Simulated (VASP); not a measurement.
Input of a VASP 6.6.1 run:

INCAR

```
  ALGO = Normal
  DIPOL = 0.5 0.5 0.324
  EDIFF = 1E-7
  ENCUT = 520
  GGA = PE
  IDIPOL = 3
  ISIF = 2
  ISMEAR = 0
  LASPH = True
  LCHARG = False
  LDIPOL = True
  LREAL = False
  LWAVE = False
  NBANDS = 38
  NELM = 60
  PREC = Accurate
  SIGMA = 0.1
```

Contents of KPOINTS:

```
k-points
0
Gamma
  7 7 1
```

POSCAR

```
Ge4N
1.0
    4.0740542166      0.0000000000      0.0000000000
    0.0000000000      4.0740542166      0.0000000000
    0.0000000000      0.0000000000     19.8557568530
Ge N
4 1
Direct
    0.0000000000      0.5000000000      0.2014529101
    0.0000000000      0.0000000000      0.2739958855
    0.5000000000      0.0000000000      0.3493666166
    0.5000000000      0.5000000000      0.4208228835
    1.0000000000      0.8750000000      0.3731092296
```

Potentials or basis: VASP PAW PBE potentials, release 64 (Ge_d, N).

Run with:

```console
$ cat potpaw_PBE.64/Ge_d/POTCAR potpaw_PBE.64/N/POTCAR > POTCAR
$ mpirun -np 1 vasp_std > vasp.out
```

(1) What does it give for the band gap on the k mesh?

(2) Predict the largest force.

Results:

(1) zero (an odd number of electrons rules out a gap without spin polarisation).

(2) 0.970 eV/Å.
